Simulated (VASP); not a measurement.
# Rh (Fm-3m) in VASP: further runs

Runs on Rh. Level: PBE0. Tasks: single point.

All numbers are computed with VASP 6.6.1; they aren't measurements. Logs are shortened: lines on timing, memory, paths and dates and some standing lists are left out, and cuts for length are marked.

### Step 1. The cell of the first run

Symmetry: Fm-3m, No. 225, cubic system. The conventional cell has a = 3.782 Å, b = 3.782 Å, c = 3.782 Å, α = 90.00°, β = 90.00°, γ = 90.00°. Within 3.5 Å of Rh (site symmetry m-3m) lie 12 Rh at 2.67 Å.

### Step 2. Single point, PBE0

POSCAR

```
Rh
1.0
    0.0000000000      1.8911504690      1.8911504690
    1.8911504690      0.0000000000      1.8911504690
    1.8911504690      1.8911504690      0.0000000000
Rh
1
Direct
    0.0000000000      0.0000000000      0.0000000000
```

INCAR.step1

```
ALGO     = Normal         # electronic algorithm
EDIFF    = 1E-5           # SCF threshold, eV
ENCUT    = 520            # plane-wave cutoff, eV
GGA      = PE             # functional
ISIF     = 2              # what is computed and relaxed
ISMEAR   = -1             # smearing method
LASPH    = True           # aspherical terms in the spheres
LCHARG   = False          # write CHGCAR
LREAL    = False          # projectors in reciprocal space
LWAVE    = True           # write WAVECAR
NBANDS   = 14             # bands
NELM     = 100            # most SCF steps
PREC     = Accurate       # precision mode
SIGMA    = 0.05           # smearing width, eV
```

INCAR.step2

```
AEXX     = 0.25           # exact-exchange fraction
ALGO     = Normal         # electronic algorithm
EDIFF    = 1E-6           # SCF threshold, eV
ENCUT    = 520            # plane-wave cutoff, eV
GGA      = PE             # functional
ISIF     = 2              # what is computed and relaxed
ISMEAR   = -1             # smearing method
ISTART   = 1            
LASPH    = True           # aspherical terms in the spheres
LCHARG   = False          # write CHGCAR
LHFCALC  = True           # exact exchange
LREAL    = False          # projectors in reciprocal space
LWAVE    = False          # write WAVECAR
NBANDS   = 14             # bands
NELM     = 100            # most SCF steps
PREC     = Accurate       # precision mode
PRECFOCK = Normal       
SIGMA    = 0.05           # smearing width, eV
```

KPOINTS

```
k-points
0
Gamma
  6 6 6
```

Potentials or basis: VASP PAW PBE potentials, release 64 (Rh_pv).

Run with:

```bash
> cat potpaw_PBE.64/Rh_pv/POTCAR > POTCAR
> cp INCAR.step1 INCAR
> mpirun -np 1 vasp_std > vasp.out
> cp INCAR.step2 INCAR
> mpirun -np 1 vasp_std > vasp.out
```

OUTCAR:

```text
AEXX = 0.25
   EDIFF = 1E-6
   ENCUT = 520
   GGA = PE
   ISIF = 2
   ISMEAR = -1
   ISTART = 1
   LASPH = True
   LHFCALC = True
   LREAL = False
   NELM = 100
   PREC = Accurate
   PRECFOCK = Normal

 ion  position               nearest neighbor table
   1  0.000  0.000  0.000-

  LATTYP: Found a face centered cubic cell.
 ALAT       =     3.7823009380

  Lattice vectors:

 A1 = (   0.0000000000,   1.8911504690,   1.8911504690)
 A2 = (   1.8911504690,   0.0000000000,   1.8911504690)
 A3 = (   1.8911504690,   1.8911504690,   0.0000000000)

Analysis of symmetry for initial positions (statically):
=====================================================================
 Subroutine PRICEL returns:
 Original cell was already a primitive cell.

 Routine SETGRP: Setting up the symmetry group for a
 face centered cubic supercell.

 Subroutine GETGRP returns: Found 48 space group operations
 (whereof 48 operations were pure point group operations)
 out of a pool of 48 trial point group operations.

The static configuration has the point symmetry O_h .

Analysis of symmetry for dynamics (positions and initial velocities):
=====================================================================
 Subroutine PRICEL returns:
 Original cell was already a primitive cell.

 Routine SETGRP: Setting up the symmetry group for a
 face centered cubic supercell.

 Subroutine GETGRP returns: Found 48 space group operations
 (whereof 48 operations were pure point group operations)
 out of a pool of 48 trial point group operations.

The dynamic configuration has the point symmetry O_h .

 Subroutine INISYM returns: Found 48 space group operations
 (whereof 48 operations are pure point group operations),
 and found     1 'primitive' translations

----------------------------------------------------------------------------------------

                                     Primitive cell

  volume of cell :      13.5272

  direct lattice vectors                    reciprocal lattice vectors
     0.000000000  1.891150469  1.891150469    -0.264389327  0.264389327  0.264389327
     1.891150469  0.000000000  1.891150469     0.264389327 -0.264389327  0.264389327
     1.891150469  1.891150469  0.000000000     0.264389327  0.264389327 -0.264389327

  length of vectors
     2.674490642  2.674490642  2.674490642     0.457935748  0.457935748  0.457935748

  position of ions in fractional coordinates (direct lattice)
     0.000000000  0.000000000  0.000000000

  ion indices of the primitive-cell ions
   primitive index   ion index
                 1           1

----------------------------------------------------------------------------------------

 KPOINTS: k-points

Automatic generation of k-mesh.
 Grid dimensions read from file:
 generate k-points for:    6    6    6

 Generating k-lattice:

  Cartesian coordinates                     Fractional coordinates (reciprocal lattice)
    -0.044064888  0.044064888  0.044064888     0.166666667  0.000000000  0.000000000
     0.044064888 -0.044064888  0.044064888     0.000000000  0.166666667  0.000000000
     0.044064888  0.044064888 -0.044064888     0.000000000  0.000000000  0.166666667

  Length of vectors
     0.076322625  0.076322625  0.076322625

  Shift w.r.t. Gamma in fractional coordinates (k-lattice)
     0.000000000  0.000000000  0.000000000

 Subroutine IBZKPT returns following result:
 ===========================================

 Found     16 irreducible k-points:

 Following reciprocal coordinates:
            Coordinates               Weight
  0.000000  0.000000  0.000000      1.000000
  0.166667  0.000000  0.000000      8.000000
  0.333333  0.000000  0.000000      8.000000
  0.500000  0.000000  0.000000      4.000000
  0.166667  0.166667  0.000000      6.000000
  0.333333  0.166667  0.000000     24.000000
[... 8 lines left out ...]
 -0.333333  0.333333  0.166667     24.000000
 -0.333333  0.500000  0.166667     12.000000
   k-points           NKPTS =     16   k-points in BZ     NKDIM =    216   number of bands    NBANDS=     14
   number of dos      NEDOS =    301   number of ions     NIONS =      1
   total plane-waves  NPLWV =   8000
   dimension x,y,z NGX =    20 NGY =   20 NGZ =   20
   dimension x,y,z NGXF=    40 NGYF=   40 NGZF=   40
   ions per type =               1
   NGX,Y,Z   is equivalent  to a cutoff of  12.43, 12.43, 12.43 a.u.
   NGXF,Y,Z  is equivalent  to a cutoff of  24.86, 24.86, 24.86 a.u.
 SYSTEM =  unknown system
   PREC   = accura    normal or accurate (medium, high low for compatibility)
   ISTART =      1    job   : 0-new  1-cont  2-samecut
   ICHARG =      0    charge: 1-file 2-atom 10-const
   ISPIN  =      1    spin polarized calculation?
   LNONCOLLINEAR =      F non collinear calculations
   LSORBIT =      F    spin-orbit coupling
   LASPH  =      T    aspherical Exc in radial PAW
   ENCUT  =  520.0 eV  38.22 Ry    6.18 a.u.   4.97  4.97  4.97*2*pi/ulx,y,z
   NELM   =    100;   NELMIN=  2; NELMDL=  0     # of ELM steps
   EDIFF  = 0.1E-05   stopping-criterion for ELM
   LREAL  =      F    real-space projection
   EDIFFG = 0.1E-04   stopping-criterion for IOM
   NSW    =      0    number of steps for IOM
   IBRION =     -1    ionic relax: 0-MD 1-quasi-New 2-CG
   NFREE  =      0    steps in history (QN), initial steepest desc. (CG)
   ISIF   =      2    stress and relaxation
   ISYM   =      3    0-nonsym 1-usesym 2-fastsym
   POTIM  = 0.5000    time-step for ionic-motion
   TEBEG  =    0.0;   TEEND  =   0.0 temperature during run
   PSTRESS=    0.0 pullay stress
   NELECT =      15.0000    total number of electrons
   NUPDOWN=      -1.0000    fix difference up-down
   EMIN   =  10.00;   EMAX   =-10.00  energy-range for DOS
   EFERMI =   0.00;   METHOD = LEGACY
   ISMEAR =    -1;   SIGMA  =   0.05  broadening in eV -4-tet -1-fermi 0-gaus
   EFERMI_NEDOS =   21; number of points for ismear=-14 and -15
   IALGO  =     38    algorithm
   IMIX   =      1    mixing-type and parameters
     AMIX     =   0.40;   BMIX     =  1.00
     AMIX_MAG =   1.60;   BMIX_MAG =  1.00
  volume/ion in A,a.u.               =      13.53        91.29
  Fermi-wavevector in a.u.,A,eV,Ry     =   1.694478  3.202098 39.065787  2.871254
  Thomas-Fermi vector in A             =   2.775695
   LORBIT       =      0    0 simple, 1 ext, 2 COOP (PROOUT), +10 PAW based schemes
   GGA     = PE    functional components
   LHFCALC =     T    Hartree Fock is set to
   PRECFOCK=normal    Normal, Fast or Accurate (Low or Medium for compatibility)
   ENCUT4O =  -1.0   cutoff for four orbital integrals eV
   NKREDX  =     1    reduce k-point grid by
   NKREDY  =     1    reduce k-point grid by
   NKREDZ  =     1    reduce k-point grid by
   AEXX    =    0.2500 exact exchange contribution
   HFSCREEN=    0.0000 screening length (either q_TF or 0.3 A-1)
   HFSCREENC=   0.0000 screening length for correlation (either q_TF or 0.3 A-1)
   ENCUTFOCK=  -1.0 apply spherical cutoff to Coloumb kernel
   IVDW    =     0    specifies the selected vdW correction
   LEPSILON=     F    determine dielectric tensor
   LRPA    =     F    only Hartree local field effects (RPA)
 non-spin polarized calculation
  energy-cutoff  :      520.00
  volume of cell :       13.53
 maximum number of plane-waves:       375
  NGX = 16; NGY = 16; NGZ = 16

 number of electron      15.0000007 magnetization

 Free energy of the ion-electron system (eV)
  ---------------------------------------------------
  ext. energy  EPLUGINS =         0.00000000
  ---------------------------------------------------
  free energy    TOTEN  =        -9.16760299 eV

  energy without entropy =       -9.16095768  energy(sigma->0) =       -9.16428033

 E-fermi :  11.7302     XC(G=0): -11.0585

 val. band max:       11.0771658369   @ k =   0.3333   0.0000   0.0000
 cond. band min:      11.7870742325   @ k =   0.3333   0.1667   0.0000
 fundamental gap:      0.7099083955
 Fermi energy:        11.7301584790

 k-point     1 :       0.0000    0.0000    0.0000
  band No.  band energies     occupation
      1     -38.1077      2.00000
      2     -38.1077      2.00000
      3     -38.1077      2.00000
      4       2.4907      2.00000
      5       7.5924      2.00000
      6       7.5924      2.00000
      7       7.5924      2.00000
      8       9.7840      2.00000
      9       9.7840      2.00000
     10      29.3906      0.00000
     11      35.1763      0.00000
     12      35.1763      0.00000
     13      35.1763      0.00000
     14      37.7739      0.00000

 k-point     2 :       0.1667    0.0000    0.0000
  band No.  band energies     occupation
      1     -38.3418      2.00000
      2     -38.1420      2.00000
      3     -38.1420      2.00000
      4       3.6360      2.00000
      5       7.2894      2.00000
      6       7.9591      2.00000
      7       7.9591      2.00000
      8       9.7776      2.00000
      9       9.7776      2.00000
     10      30.7838      0.00000
     11      31.2852      0.00000
     12      36.8349      0.00000
     13      36.8349      0.00000
     14      37.7735      0.00000

 k-point     3 :       0.3333    0.0000    0.0000
  band No.  band energies     occupation
      1     -38.8000      2.00000
      2     -38.2079      2.00000
      3     -38.2079      2.00000
      4       4.4817      2.00000
      5       7.6826      2.00000
      6       7.6826      2.00000
      7       9.2962      2.00000
      8      11.0772      2.00000
      9      11.0772      2.00000
     10      26.0825      0.00000
     11      30.2145      0.00000
     12      37.6698      0.00000
     13      37.6698      0.00000
     14      37.7734      0.00000
[... 188 lines left out ...]
 k-point    15 :      -0.3333    0.3333    0.1667
  band No.  band energies     occupation
      1     -38.8206      2.00000
      2     -38.5951      2.00000
      3     -38.3712      2.00000
      4       5.7532      2.00000
      5       6.1411      2.00000
      6       7.4801      2.00000
      7       9.3917      2.00000
      8      12.7011      0.00000
      9      20.3341      0.00000
     10      22.0562      0.00000
     11      28.3439      0.00000
     12      28.6188      0.00000
     13      36.6327      0.00000
     14      37.7735      0.00000

 k-point    16 :      -0.3333    0.5000    0.1667
  band No.  band energies     occupation
      1     -38.8416      2.00000
      2     -38.5823      2.00000
      3     -38.4554      2.00000
      4       4.8130      2.00000
      5       5.4705      2.00000
      6       8.7651      2.00000
      7      10.2654      2.00000
      8      13.4223      0.00000
      9      20.4976      0.00000
     10      25.1335      0.00000
     11      25.1418      0.00000
     12      26.3435      0.00000
     13      37.7726      0.00000
     14      38.3452      0.00000

------------------------ aborting loop because EDIFF is reached ----------------------------------------

  FORCE on cell =-STRESS in cart. coord.  units (eV):
  Direction    XX          YY          ZZ          XY          YZ          ZX
  --------------------------------------------------------------------------------------
  -------------------------------------------------------------------------------------
  Total        0.0357932      0.0357932      0.0357932      0.0000000      0.0000000      0.0000000
  in kB        4.2393815      4.2393815      4.2393815      0.0000000      0.0000000      0.0000000
  external PRESSURE =       4.2393815 kB  Pullay stress =       0.0000000 kB

 VOLUME and BASIS-vectors are now :
 -----------------------------------------------------------------------------
  energy-cutoff  :      520.00
  volume of cell :       13.53
      direct lattice vectors                 reciprocal lattice vectors
     0.000000000  1.891150469  1.891150469    -0.264389327  0.264389327  0.264389327
     1.891150469  0.000000000  1.891150469     0.264389327 -0.264389327  0.264389327
     1.891150469  1.891150469  0.000000000     0.264389327  0.264389327 -0.264389327

 POSITION                                       TOTAL-FORCE (eV/Angst)
 -----------------------------------------------------------------------------------
      0.00000      0.00000      0.00000         0.000000     -0.000000      0.000000
 -----------------------------------------------------------------------------------
    total drift:                                0.000000      0.000000      0.000000

  FREE ENERGIE OF THE ION-ELECTRON SYSTEM (eV)
  ---------------------------------------------------
  free  energy   TOTEN  =        -9.1676029853 eV

  energy  without entropy=       -9.1609576800  energy(sigma->0) =       -9.16428033
```

Wall time 8.1 min (1 thread of Oxide Virtual Turin-like, shared host); peak memory 0.11 GiB.

Results:

```
Free energy            : -9.1676 eV
Pressure               : 0.4 GPa
Band gap on the k mesh : zero (an odd number of electrons rules out a gap without spin polarisation)
```

Caveat: the k points lie up to 0.48 Å⁻¹ apart, too coarse for converged energies and pressures of a metal; the PAW data sets were made with another functional, which shifts forces and pressure a little.

### Step 3. Single point, PBE0, non-collinear spin, zero start, spin-orbit coupling

This run uses another cell than the first one, of 13.67 Å³/atom.

POSCAR

```
Rh
1.0
    0.0000000000      1.8978500000      1.8978500000
    1.8978500000      0.0000000000      1.8978500000
    1.8978500000      1.8978500000      0.0000000000
Rh
1
Direct
    0.0000000000      0.0000000000      0.0000000000
```

INCAR.step1

```
ALGO     = Normal         # electronic algorithm
EDIFF    = 1E-5           # SCF threshold, eV
ENCUT    = 520            # plane-wave cutoff, eV
GGA      = PE             # functional
GGA_COMPAT= F            
ISIF     = 2              # what is computed and relaxed
ISMEAR   = -1             # smearing method
LASPH    = T              # aspherical terms in the spheres
LMAXMIX  = 4              # l up to which the mixer works
LNONCOLLINEAR= T              # non-collinear magnetism
LORBIT   = 11             # projections on sites
LORBMOM  = T            
LREAL    = F              # projectors in reciprocal space
LSORBIT  = T              # spin-orbit coupling
LWAVE    = T              # write WAVECAR
MAGMOM   = 0 0 0          # initial moments
NBANDS   = 26             # bands
NELM     = 150            # most SCF steps
PREC     = Accurate       # precision mode
SIGMA    = 0.05           # smearing width, eV
```

INCAR.step2

```
AEXX     = 0.25           # exact-exchange fraction
ALGO     = Normal         # electronic algorithm
EDIFF    = 1E-6           # SCF threshold, eV
ENCUT    = 520            # plane-wave cutoff, eV
GGA      = PE             # functional
GGA_COMPAT= F            
ISIF     = 2              # what is computed and relaxed
ISMEAR   = -1             # smearing method
ISTART   = 1            
LASPH    = T              # aspherical terms in the spheres
LCHARG   = T              # write CHGCAR
LHFCALC  = T              # exact exchange
LMAXMIX  = 4              # l up to which the mixer works
LNONCOLLINEAR= T              # non-collinear magnetism
LORBIT   = 11             # projections on sites
LORBMOM  = T            
LREAL    = F              # projectors in reciprocal space
LSORBIT  = T              # spin-orbit coupling
LVHAR    = T            
LWAVE    = F              # write WAVECAR
MAGMOM   = 0 0 0          # initial moments
NBANDS   = 26             # bands
NELM     = 150            # most SCF steps
PREC     = Accurate       # precision mode
PRECFOCK = Normal       
SIGMA    = 0.05           # smearing width, eV
```

KPOINTS

```
k-points
0
Gamma
  5 5 5
```

Potentials or basis: VASP PAW PBE potentials, release 64 (Rh_pv).

Run with:

```bash
> cat potpaw_PBE.64/Rh_pv/POTCAR > POTCAR
> cp INCAR.step1 INCAR
> mpirun -np 1 vasp_ncl > vasp.out
> cp INCAR.step2 INCAR
> mpirun -np 1 vasp_ncl > vasp.out
```

Wall time 14 min (1 thread of Oxide Virtual Turin-like, shared host); peak memory 0.14 GiB.

Results (log left out):

- Free energy: -9.3656 eV
- Pressure: -1.2 GPa
- Net moment: 0.00 μB per cell
- Valence electrons inside the program's atomic spheres: Rh 13.82

Moments on the atoms (μB; x, y, z):
```
Rh  0.00 0.00 0.00
```

Caveat: the k points lie up to 0.57 Å⁻¹ apart; the PAW data sets were made with another functional, which shifts forces and pressure a little.

### Step 4. Single point, PBE0

This run uses another cell than the first one, of 13.67 Å³/atom.

POSCAR is that of step 3.

INCAR.step1

```
SYSTEM = Rh
PREC = Accurate
ENCUT = 520
EDIFF = 1E-5
ISMEAR = 0
SIGMA = 0.05
LREAL = .False.
LASPH = .True.
NELM = 60
ALGO = Normal
ISIF = 2
LWAVE = .True.
LCHARG = .False.
GGA = PE
NBANDS = 14
```

INCAR.step2

```
SYSTEM = Rh
PREC = Accurate
ENCUT = 520
EDIFF = 1E-7
ISMEAR = 0
SIGMA = 0.05
LREAL = .False.
LASPH = .True.
NELM = 60
ALGO = Normal
ISIF = 2
LWAVE = .False.
LCHARG = .False.
GGA = PE
LHFCALC = .True.
AEXX = 0.25
PRECFOCK = Normal
ISTART = 1
NBANDS = 14
```

KPOINTS

```
Automatic mesh
0
Gamma
  6 6 6
  0 0 0
```

Run with:

```bash
> cat potpaw_PBE.64/Rh_pv/POTCAR > POTCAR
> cp INCAR.step1 INCAR
> mpirun -np 1 vasp_std > vasp.out
> cp INCAR.step2 INCAR
> mpirun -np 1 vasp_std > vasp.out
```

Wall time 21 min (1 thread of Oxide Virtual Turin-like, shared host); peak memory 0.1 GiB.

It converged, with:

```yaml
Free_energy: -9.1629 eV
Pressure: -2.6 GPa
Band_gap_on_the_k_mesh: zero (an odd number of electrons rules out a gap without spin polarisation)
```

Levels at points of the mesh, in eV from the Fermi level:
```
           k point  band 3  band 4  band 5  band 6  band 7  band 8  band 9  band 10  band 11  band 12
(0.00, 0.00, 0.00)  -49.85   -9.18   -4.11   -4.11   -4.11   -1.96   -1.96    17.64    23.36    23.36
(0.50, 0.00, 0.00)  -49.98   -7.44   -4.34   -4.34    0.98    0.98    1.28    10.36    17.10    23.34
(0.50, 0.50, 0.00)  -50.18   -7.84   -7.33    0.62    1.58    1.58    4.10    14.09    15.00    15.00
```

Caveat: the k points lie up to 0.48 Å⁻¹ apart, too coarse for converged energies and pressures of a metal; the PAW data sets were made with another functional, which shifts forces and pressure a little.

### Step 5. The runs side by side

| spin | cell | k mesh | smearing | gap on the mesh (eV) | pressure (GPa) |
| --- | --- | --- | --- | --- | --- |
| off | a = 2.674 Å, angles 60.0°, 1 atom | 6 × 6 × 6 | fermi-dirac 0.05 eV | none | 0.4 |
| non-collinear, zero start, SOC | a = 2.684 Å, angles 60.0°, 1 atom | 5 × 5 × 5 | fermi-dirac 0.05 eV | - | -1.2 |
| off | a = 2.684 Å, angles 60.0°, 1 atom | 6 × 6 × 6 | gaussian 0.05 eV | none | -2.6 |

Alike in all rows: task single point; level PBE0; potentials or basis VASP PAW PBE potentials, release 64 (Rh_pv); cutoff (eV) 520.

Caveats: all runs use coarse meshes; the PAW data sets were made with another functional, which shifts forces and pressure a little.

Total energies depend on the potentials used, so only differences within one code and one set of settings carry meaning.

The gap in the log of VASP goes by the Fermi energy; the results here count the filled bands.